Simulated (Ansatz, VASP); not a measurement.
NiO: VASP beside Ansatz

INCAR

```
PREC = Accurate
ENCUT = 520
EDIFF = 1E-7
ISMEAR = -1
SIGMA = 0.03
LREAL = False
LASPH = True
NELM = 150
ALGO = Normal
ISIF = 2
LWAVE = False
LCHARG = False
ISPIN = 2
MAGMOM = 0 0 0.8 -0.8
LORBIT = 11
LMAXMIX = 4
LDAU = True
LDAUTYPE = 2
LDAUL = -1 2
LDAUU = 0 6.6
LDAUJ = 0 0
LDAUPRINT = 1
GGA = PE
NBANDS = 28
```

File KPOINTS:

```
regular mesh
0
Gamma
  8 8 8
```

POSCAR

```
NiO
1.0
    4.1771000000      2.0885500000      2.0885500000
    2.0885500000      4.1771000000      2.0885500000
    2.0885500000      2.0885500000      4.1771000000
O Ni
2 2
Direct
    0.2500000000      0.2500000000      0.2500000000
    0.7500000000      0.7500000000      0.7500000000
    0.0000000000      0.0000000000      0.0000000000
    0.5000000000      0.5000000000      0.5000000000
```

Input for Ansatz:

```yaml
crystal:
  lattice:
    - [4.1771, 2.08855, 2.08855]
    - [2.08855, 4.1771, 2.08855]
    - [2.08855, 2.08855, 4.1771]
  atoms:
    - { symbol: O, position: [0.25, 0.25, 0.25] }
    - { symbol: O, position: [0.75, 0.75, 0.75] }
    - { symbol: Ni, position: [0.0, 0.0, 0.0], spin: 0.8 }
    - { symbol: Ni, position: [0.5, 0.5, 0.5], spin: -0.8 }
magnetization:
  spin_polarized: true
hamiltonian:
  xc: pbe
  pseudopotentials: { kind: paw }
  hubbard: { sites: [{ species: Ni, l: d, u_eff: 6.6 }] }
basis:
  ecutwfc: 420
kpoints:
  mp_grid: { grid: [8, 8, 8] }
scf:
  occupations: { method: fermi_dirac, width: 0.03 }
  lower_state_search: "off"
output:
  forces: true
  stress: true
```

Change from the starting cell: moments +- scaled by 0.4, plain SCF.

Alike in both runs: task single point; functional PBE; k mesh 8 × 8 × 8; occupations fermi-dirac, width 0.03 eV; collinear spin; Hubbard terms Ni d U = 6.6 eV.

|  | VASP | Ansatz |
| --- | --- | --- |
| version | VASP 6.6.1 | Ansatz 0.2.0 |
| potentials or method | VASP PAW PBE potentials, release 64 (O, Ni), cutoff 520 eV | PAW, plane waves, scalar-relativistic |
| valence electrons in the cell | 32 | 48 |

|  | VASP | Ansatz | Ansatz less VASP |
| --- | --- | --- | --- |
| pressure (GPa) | 0.4 | 11.2 | +10.78 |
| traceless stress, the component that is largest in VASP (GPa) | -0.06 | -0.09 | -0.031 |
| net moment per atom (μB) | 0.00 | 0.00 | 0.000 |
| size of the moment on the site where the two differ most (μB) | 1.77 | 1.68 | -0.088 |

Site moments also hang on the region over which each program counts them. The programs project onto different local orbitals, so the same U acts differently, and such runs can settle in different states. VASP's potentials hold 32 valence electrons a cell and Ansatz's 48, so a difference there can come from the potentials and not from the codes.
